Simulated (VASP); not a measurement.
# BP (F-43m) in VASP: a series of runs, part 3 of 3

VASP 6.6.1. The steps go on from the part before.

**4. Single point, PBE+D3(BJ)**

This run uses another cell than the first one, of 11.68 Å³/atom, 1.021 times its volume.

Input file INCAR:

```
SYSTEM = BP
PREC = Accurate ; ENCUT = 500
EDIFF = 1E-6 ; ISMEAR = 0
SIGMA = 0.1 ; LREAL = .FALSE.
LASPH = .TRUE. ; NELM = 120
ALGO = Normal ; ISIF = 2
LWAVE = .FALSE. ; LCHARG = .FALSE.
GGA = PE ; IVDW = 12
NBANDS = 11 ; GGA_COMPAT = .FALSE.
```

Input file KPOINTS:

```
Automatic mesh
0
G
  6 6 6
  0 0 0
```

Input file POSCAR:

```
BP
1.0
    0.0000000000      2.2690000000      2.2690000000
    2.2690000000      0.0000000000      2.2690000000
    2.2690000000      2.2690000000      0.0000000000
B P
1 1
Direct
    0.0000000000      0.0000000000      0.0000000000
    0.7500000000      0.7500000000      0.7500000000
```

Potentials or basis: VASP PAW PBE potentials, release 64 (B, P).

On the command line:

```console
cat potpaw_PBE.64/B/POTCAR potpaw_PBE.64/P/POTCAR > POTCAR
mpirun -np 1 vasp_std > vasp.out
```

OUTCAR:

```text
SYSTEM = BP
   PREC = Accurate
   ENCUT = 500
   EDIFF = 1E-6
   ISMEAR = 0
   LREAL = .FALSE.
   LASPH = .TRUE.
   NELM = 120
   ISIF = 2
   GGA = PE
   IVDW = 12
 IVDW          = 12

 ion  position               nearest neighbor table
   1  0.000  0.000  0.000-   2 1.97   2 1.97   2 1.97   2 1.97
   2  0.750  0.750  0.750-   1 1.97   1 1.97   1 1.97   1 1.97

  LATTYP: Found a face centered cubic cell.
 ALAT       =     4.5380000000

  Lattice vectors:

 A1 = (   0.0000000000,   2.2690000000,   2.2690000000)
 A2 = (   2.2690000000,   0.0000000000,   2.2690000000)
 A3 = (   2.2690000000,   2.2690000000,   0.0000000000)

Analysis of symmetry for initial positions (statically):
=====================================================================
 Subroutine PRICEL returns:
 Original cell was already a primitive cell.

 Routine SETGRP: Setting up the symmetry group for a
 face centered cubic supercell.

 Subroutine GETGRP returns: Found 24 space group operations
 (whereof 24 operations were pure point group operations)
 out of a pool of 48 trial point group operations.

The static configuration has the point symmetry T_d .

Analysis of symmetry for dynamics (positions and initial velocities):
=====================================================================
 Subroutine PRICEL returns:
 Original cell was already a primitive cell.

 Routine SETGRP: Setting up the symmetry group for a
 face centered cubic supercell.

 Subroutine GETGRP returns: Found 24 space group operations
 (whereof 24 operations were pure point group operations)
 out of a pool of 48 trial point group operations.

The dynamic configuration has the point symmetry T_d .

 Subroutine INISYM returns: Found 24 space group operations
 (whereof 24 operations are pure point group operations),
 and found     1 'primitive' translations

----------------------------------------------------------------------------------------

                                     Primitive cell

  volume of cell :      23.3633

  direct lattice vectors                    reciprocal lattice vectors
     0.000000000  2.269000000  2.269000000    -0.220361393  0.220361393  0.220361393
     2.269000000  0.000000000  2.269000000     0.220361393 -0.220361393  0.220361393
     2.269000000  2.269000000  0.000000000     0.220361393  0.220361393 -0.220361393

  length of vectors
     3.208850573  3.208850573  3.208850573     0.381677128  0.381677128  0.381677128

  position of ions in fractional coordinates (direct lattice)
     0.000000000  0.000000000  0.000000000
     0.750000000  0.750000000  0.750000000

  ion indices of the primitive-cell ions
   primitive index   ion index
                 1           1
                 2           2

----------------------------------------------------------------------------------------

 KPOINTS: Automatic mesh

Automatic generation of k-mesh.
 Grid dimensions read from file:
 generate k-points for:    6    6    6

 Generating k-lattice:

  Cartesian coordinates                     Fractional coordinates (reciprocal lattice)
    -0.036726899  0.036726899  0.036726899     0.166666667  0.000000000  0.000000000
     0.036726899 -0.036726899  0.036726899     0.000000000  0.166666667  0.000000000
     0.036726899  0.036726899 -0.036726899     0.000000000  0.000000000  0.166666667

  Length of vectors
     0.063612855  0.063612855  0.063612855

  Shift w.r.t. Gamma in fractional coordinates (k-lattice)
     0.000000000  0.000000000  0.000000000

 Subroutine IBZKPT returns following result:
 ===========================================

 Found     16 irreducible k-points:

 Following reciprocal coordinates:
            Coordinates               Weight
  0.000000  0.000000  0.000000      1.000000
  0.166667  0.000000  0.000000      8.000000
  0.333333  0.000000  0.000000      8.000000
  0.500000  0.000000  0.000000      4.000000
  0.166667  0.166667  0.000000      6.000000
  0.333333  0.166667  0.000000     24.000000
[... 8 lines left out ...]
 -0.333333  0.333333  0.166667     24.000000
 -0.333333  0.500000  0.166667     12.000000
   k-points           NKPTS =     16   k-points in BZ     NKDIM =     16   number of bands    NBANDS=     11
   number of dos      NEDOS =    301   number of ions     NIONS =      2
   total plane-waves  NPLWV =  13824
   dimension x,y,z NGX =    24 NGY =   24 NGZ =   24
   dimension x,y,z NGXF=    48 NGYF=   48 NGZF=   48
   ions per type =               1   1
   NGX,Y,Z   is equivalent  to a cutoff of  12.43, 12.43, 12.43 a.u.
   NGXF,Y,Z  is equivalent  to a cutoff of  24.87, 24.87, 24.87 a.u.
 SYSTEM =  BP
   PREC   = accura    normal or accurate (medium, high low for compatibility)
   ISTART =      0    job   : 0-new  1-cont  2-samecut
   ICHARG =      2    charge: 1-file 2-atom 10-const
   ISPIN  =      1    spin polarized calculation?
   LNONCOLLINEAR =      F non collinear calculations
   LSORBIT =      F    spin-orbit coupling
   LASPH  =      T    aspherical Exc in radial PAW
   ENCUT  =  500.0 eV  36.75 Ry    6.06 a.u.   5.85  5.85  5.85*2*pi/ulx,y,z
   NELM   =    120;   NELMIN=  2; NELMDL= -5     # of ELM steps
   EDIFF  = 0.1E-05   stopping-criterion for ELM
   LREAL  =      F    real-space projection
   EDIFFG = 0.1E-04   stopping-criterion for IOM
   NSW    =      0    number of steps for IOM
   IBRION =     -1    ionic relax: 0-MD 1-quasi-New 2-CG
   NFREE  =      0    steps in history (QN), initial steepest desc. (CG)
   ISIF   =      2    stress and relaxation
   ISYM   =      2    0-nonsym 1-usesym 2-fastsym
   POTIM  = 0.5000    time-step for ionic-motion
   TEBEG  =    0.0;   TEEND  =   0.0 temperature during run
   PSTRESS=    0.0 pullay stress
   NELECT =       8.0000    total number of electrons
   NUPDOWN=      -1.0000    fix difference up-down
   EMIN   =  10.00;   EMAX   =-10.00  energy-range for DOS
   EFERMI =   0.00;   METHOD = LEGACY
   ISMEAR =     0;   SIGMA  =   0.10  broadening in eV -4-tet -1-fermi 0-gaus
   EFERMI_NEDOS =   21; number of points for ismear=-14 and -15
   IALGO  =     38    algorithm
   IMIX   =      4    mixing-type and parameters
     AMIX     =   0.40;   BMIX     =  1.00
     AMIX_MAG =   1.60;   BMIX_MAG =  1.00
  volume/ion in A,a.u.               =      11.68        78.83
  Fermi-wavevector in a.u.,A,eV,Ry     =   1.145320  2.164342 17.847562  1.311759
  Thomas-Fermi vector in A             =   2.282009
   LORBIT       =      0    0 simple, 1 ext, 2 COOP (PROOUT), +10 PAW based schemes
   GGA     = PE    functional components
   LHFCALC =     F    Hartree Fock is set to
   AEXX    =    0.0000 exact exchange contribution
   IVDW    =    12    specifies the selected vdW correction
   LEPSILON=     F    determine dielectric tensor
   LRPA    =     F    only Hartree local field effects (RPA)
 non-spin polarized calculation
 Gauss-broadening in eV      SIGMA  =   0.10
  energy-cutoff  :      500.00
  volume of cell :       23.36
 maximum number of plane-waves:       609
   NGX = 11   NGY = 11   NGZ = 11

 number of electron       8.0000000 magnetization

 Free energy of the ion-electron system (eV)
  ---------------------------------------------------
  ext. energy  EPLUGINS =         0.00000000
  ---------------------------------------------------
  free energy    TOTEN  =       -12.91303278 eV

  energy without entropy =      -12.91303278  energy(sigma->0) =      -12.91303278

 E-fermi :   7.9115     XC(G=0): -10.9043

 val. band max:        7.4390279162   @ k =   0.0000   0.0000   0.0000
 cond. band min:       8.7680931209   @ k =   0.5000   0.5000   0.0000
 fundamental gap:      1.3290652046
 Fermi energy:         7.9115292124

 k-point     1 :       0.0000    0.0000    0.0000
  band No.  band energies     occupation
      1      -8.0235      2.00000
      2       7.4390      2.00000
      3       7.4390      2.00000
      4       7.4390      2.00000
      5      10.8370      0.00000
      6      10.8370      0.00000
      7      10.8370      0.00000
      8      14.8135      0.00000
      9      18.9502      0.00000
     10      19.5638      0.00000
     11      19.5638      0.00000
[... 197 lines left out ...]
 k-point    16 :      -0.3333    0.5000    0.1667
  band No.  band energies     occupation
      1      -2.9692      2.00000
      2      -0.7858      2.00000
      3       2.1367      2.00000
      4       2.2605      2.00000
      5      11.2698      0.00000
      6      11.8872      0.00000
      7      16.5646      0.00000
      8      17.2185      0.00000
      9      20.3812      0.00000
     10      23.6355      0.00000
     11      23.9146      0.00000

------------------------ aborting loop because EDIFF is reached ----------------------------------------

 Edisp (eV)   -0.64687

 E8    (eV) :    -0.2365

  FORCE on cell =-STRESS in cart. coord.  units (eV):
  Direction    XX          YY          ZZ          XY          YZ          ZX
  --------------------------------------------------------------------------------------
  -------------------------------------------------------------------------------------
  Total      -0.49747    -0.49747    -0.49747     0.00000    -0.00000     0.00000
  in kB     -34.11469   -34.11469   -34.11469     0.00000    -0.00000     0.00000
  external pressure =      -34.11 kB  Pullay stress =        0.00 kB

 VOLUME and BASIS-vectors are now :
 -----------------------------------------------------------------------------
  energy-cutoff  :      500.00
  volume of cell :       23.36
      direct lattice vectors                 reciprocal lattice vectors
     0.000000000  2.269000000  2.269000000    -0.220361393  0.220361393  0.220361393
     2.269000000  0.000000000  2.269000000     0.220361393 -0.220361393  0.220361393
     2.269000000  2.269000000  0.000000000     0.220361393  0.220361393 -0.220361393

 POSITION                                       TOTAL-FORCE (eV/Angst)
 -----------------------------------------------------------------------------------
      0.00000      0.00000      0.00000        -0.000000     -0.000000      0.000000
      3.40350      3.40350      3.40350         0.000000      0.000000     -0.000000
 -----------------------------------------------------------------------------------
    total drift:                               -0.000000     -0.000000     -0.000000

  FREE ENERGIE OF THE ION-ELECTRON SYSTEM (eV)
  ---------------------------------------------------
  free  energy   TOTEN  =       -13.5598996387 eV

  energy  without entropy=      -13.5598996387  energy(sigma->0) =      -13.55989964
```

OSZICAR:

```text
N       E                     dE             d eps       ncg     rms          rms(c)
DAV:   1     0.965632045222E+01    0.96563E+01   -0.40015E+03   352   0.641E+02
DAV:   2    -0.130277509687E+02   -0.22684E+02   -0.21960E+02   464   0.110E+02
DAV:   3    -0.136237113288E+02   -0.59596E+00   -0.59432E+00   444   0.155E+01
DAV:   4    -0.136259273009E+02   -0.22160E-02   -0.22158E-02   411   0.110E+00
DAV:   5    -0.136259385559E+02   -0.11255E-04   -0.11255E-04   424   0.792E-02    0.721E+00
DAV:   6    -0.130122696789E+02    0.61367E+00   -0.13958E+00   400   0.511E+00    0.388E+00
DAV:   7    -0.129203977059E+02    0.91872E-01   -0.23408E-01   436   0.241E+00    0.133E+00
DAV:   8    -0.129124874330E+02    0.79103E-02   -0.27150E-02   405   0.940E-01    0.194E-01
DAV:   9    -0.129128169565E+02   -0.32952E-03   -0.72327E-04   403   0.181E-01    0.126E-01
DAV:  10    -0.129130204317E+02   -0.20348E-03   -0.24774E-04   395   0.993E-02    0.276E-02
DAV:  11    -0.129130319206E+02   -0.11489E-04   -0.13390E-05   432   0.234E-02    0.343E-02
DAV:  12    -0.129130329255E+02   -0.10049E-05   -0.49618E-06   388   0.108E-02    0.163E-02
DAV:  13    -0.129130327814E+02    0.14408E-06   -0.13919E-07   197   0.243E-03
   1 F= -.13559900E+02 E0= -.13559900E+02  d E =-.157811E-12
```

stdout:

```text
POSCAR found type information on POSCAR B P
 POSCAR found :  2 types and       2 ions
 scaLAPACK will be used
 LDA part: xc-table for (Slater+PW92), standard interpolation
 POSCAR, INCAR and KPOINTS ok, starting setup
 FFT: planning ... GRIDC
 FFT: planning ... GRID_SOFT
 FFT: planning ... GRID
 WAVECAR not read
 entering main loop
```

It took 6 s on 1 thread of Intel Xeon 8259CL, shared host; peak memory 0.14 GiB.

What came out:

```
Free energy                : -13.5599 eV
Pressure                   : -3.4 GPa
Band gap on the k mesh     : 1.33 eV, indirect (least direct gap 3.40 eV)
Dispersion energy per atom : -0.323 eV
```

**5. Single point, PBE+D3(BJ)**

Input file INCAR:

```
PREC = Accurate
ENCUT = 500
EDIFF = 1E-6
ISMEAR = 0
SIGMA = 0.02
LREAL = F
LASPH = T
NELM = 120
ALGO = Normal
ISIF = 2
LWAVE = F
LCHARG = F
GGA = PE
IVDW = 12
NBANDS = 11
GGA_COMPAT = F
```

Input file KPOINTS:

```
regular mesh
0
Gamma
  10 10 10
```

Input file POSCAR:

```
BP
1.0
    0.0000000000      2.2536458900      2.2536458900
    2.2536458900      0.0000000000      2.2536458900
    2.2536458900      2.2536458900      0.0000000000
B P
1 1
Direct
    0.0000000000      0.0000000000      0.0000000000
    0.7500000000      0.7500000000      0.7500000000
```

Potentials or basis: VASP PAW PBE potentials, release 64 (B, P).

On the command line:

```console
cat potpaw_PBE.64/B/POTCAR potpaw_PBE.64/P/POTCAR > POTCAR
mpirun -np 1 vasp_std > vasp.out
```

OUTCAR:

```text
PREC = Accurate
   ENCUT = 500
   EDIFF = 1E-6
   ISMEAR = 0
   LREAL = F
   LASPH = T
   NELM = 120
   ISIF = 2
   GGA = PE
   IVDW = 12
 IVDW          = 12

 ion  position               nearest neighbor table
   1  0.000  0.000  0.000-   2 1.95   2 1.95   2 1.95   2 1.95
   2  0.750  0.750  0.750-   1 1.95   1 1.95   1 1.95   1 1.95

  LATTYP: Found a face centered cubic cell.
 ALAT       =     4.5072917800

  Lattice vectors:

 A1 = (   0.0000000000,   2.2536458900,   2.2536458900)
 A2 = (   2.2536458900,   0.0000000000,   2.2536458900)
 A3 = (   2.2536458900,   2.2536458900,   0.0000000000)

Analysis of symmetry for initial positions (statically):
=====================================================================
 Subroutine PRICEL returns:
 Original cell was already a primitive cell.

 Routine SETGRP: Setting up the symmetry group for a
 face centered cubic supercell.

 Subroutine GETGRP returns: Found 24 space group operations
 (whereof 24 operations were pure point group operations)
 out of a pool of 48 trial point group operations.

The static configuration has the point symmetry T_d .

[... 169 lines left out ...]
      1      -7.9677      2.00000
      2       7.6758      2.00000
      3       7.6758      2.00000
      4       7.6758      2.00000
      5      11.1071      0.00000
      6      11.1071      0.00000
      7      11.1071      0.00000
      8      15.3621      0.00000
      9      19.3276      0.00000
     10      19.8630      0.00000
     11      19.8630      0.00000
[... 309 lines left out ...]
 k-point    24 :       0.4000    0.3000    0.0000
  band No.  band energies     occupation
      1      -4.9742      2.00000
      2       1.4713      2.00000
      3       3.5510      2.00000
      4       4.0964      2.00000
      5       9.4712      0.00000
      6      11.2927      0.00000
      7      17.2928      0.00000
      8      17.3061      0.00000
      9      21.9170      0.00000
     10      23.0546      0.00000
     11      25.0297      0.00000

 [... further k-points ...]

------------------------ aborting loop because EDIFF is reached ----------------------------------------

 Edisp (eV)   -0.66021

 E8    (eV) :    -0.2412

  FORCE on cell =-STRESS in cart. coord.  units (eV):
  Direction    XX          YY          ZZ          XY          YZ          ZX
  --------------------------------------------------------------------------------------
  -------------------------------------------------------------------------------------
  Total      -0.03277    -0.03277    -0.03277     0.00000     0.00000     0.00000
  in kB      -2.29382    -2.29382    -2.29382     0.00000     0.00000     0.00000
  external pressure =       -2.29 kB  Pullay stress =        0.00 kB

 VOLUME and BASIS-vectors are now :
 -----------------------------------------------------------------------------
  energy-cutoff  :      500.00
  volume of cell :       22.89
      direct lattice vectors                 reciprocal lattice vectors
     0.000000000  2.253645890  2.253645890    -0.221862717  0.221862717  0.221862717
     2.253645890  0.000000000  2.253645890     0.221862717 -0.221862717  0.221862717
     2.253645890  2.253645890  0.000000000     0.221862717  0.221862717 -0.221862717

 POSITION                                       TOTAL-FORCE (eV/Angst)
 -----------------------------------------------------------------------------------
      0.00000      0.00000      0.00000         0.000000      0.000000      0.000000
      3.38047      3.38047      3.38047        -0.000000     -0.000000     -0.000000
 -----------------------------------------------------------------------------------
    total drift:                               -0.000000     -0.000000     -0.000000

  FREE ENERGIE OF THE ION-ELECTRON SYSTEM (eV)
  ---------------------------------------------------
  free  energy   TOTEN  =       -13.5824535725 eV

  energy  without entropy=      -13.5824535725  energy(sigma->0) =      -13.58245357
```

OSZICAR:

```text
N       E                     dE             d eps       ncg     rms          rms(c)
DAV:   1     0.873962918644E+01    0.87396E+01   -0.39684E+03  1034   0.640E+02
DAV:   2    -0.130951823365E+02   -0.21835E+02   -0.20613E+02  1425   0.107E+02
DAV:   3    -0.136718219646E+02   -0.57664E+00   -0.57574E+00  1297   0.153E+01
DAV:   4    -0.136739207835E+02   -0.20988E-02   -0.20987E-02  1217   0.110E+00
DAV:   5    -0.136739310574E+02   -0.10274E-04   -0.10274E-04  1260   0.750E-02    0.742E+00
DAV:   6    -0.130269901260E+02    0.64694E+00   -0.14481E+00  1172   0.526E+00    0.400E+00
DAV:   7    -0.129297506529E+02    0.97239E-01   -0.25319E-01  1277   0.250E+00    0.136E+00
DAV:   8    -0.129217158300E+02    0.80348E-02   -0.27345E-02  1233   0.950E-01    0.200E-01
DAV:   9    -0.129220368749E+02   -0.32104E-03   -0.70831E-04  1213   0.181E-01    0.130E-01
DAV:  10    -0.129222313969E+02   -0.19452E-03   -0.24354E-04  1178   0.982E-02    0.287E-02
DAV:  11    -0.129222420833E+02   -0.10686E-04   -0.11601E-05  1315   0.225E-02    0.351E-02
DAV:  12    -0.129222430227E+02   -0.93942E-06   -0.45901E-06  1163   0.105E-02
   1 F= -.13582454E+02 E0= -.13582454E+02  d E =-.129476E-34
```

stdout:

```text
POSCAR found type information on POSCAR B P
 POSCAR found :  2 types and       2 ions
 scaLAPACK will be used
 LDA part: xc-table for (Slater+PW92), standard interpolation
 POSCAR, INCAR and KPOINTS ok, starting setup
 FFT: planning ... GRIDC
 FFT: planning ... GRID_SOFT
 FFT: planning ... GRID
 WAVECAR not read
 entering main loop
```

Run time: 12 s. Hardware: 1 thread of Intel Xeon 8259CL, shared host; peak memory 0.15 GiB.

Results:

```
Free energy                : -13.5825 eV
Pressure                   : -0.2 GPa
Band gap on the k mesh     : 1.21 eV, indirect (least direct gap 3.43 eV)
Dispersion energy per atom : -0.330 eV
```

A k mesh can miss the band edges. As with any semilocal functional, this PBE gap is likely too small.

**6. The runs side by side**

```tsv
task	cell	k mesh	cutoff (eV)	smearing	gap on the mesh (eV)	pressure (GPa)
single point	a = 3.187 Å, angles 60.0°, 2 atoms	10 × 10 × 10	520	gaussian 0.02 eV	1.21	-0.2
relaxation of cell and atoms	relaxed from a = 3.209 Å, angles 60.0°, 2 atoms	10 × 10 × 10	600	gaussian 0.02 eV	1.21	0.0
single point	a = 3.209 Å, angles 60.0°, 2 atoms	6 × 6 × 6	500	gaussian 0.1 eV	1.33	-3.4
single point	a = 3.187 Å, angles 60.0°, 2 atoms	10 × 10 × 10	500	gaussian 0.02 eV	1.21	-0.2
```

Alike in all rows: level PBE+D3(BJ); potentials or basis VASP PAW PBE potentials, release 64 (B, P); no spin polarisation.

Absolute energies hang on the potentials; compare differences alone.
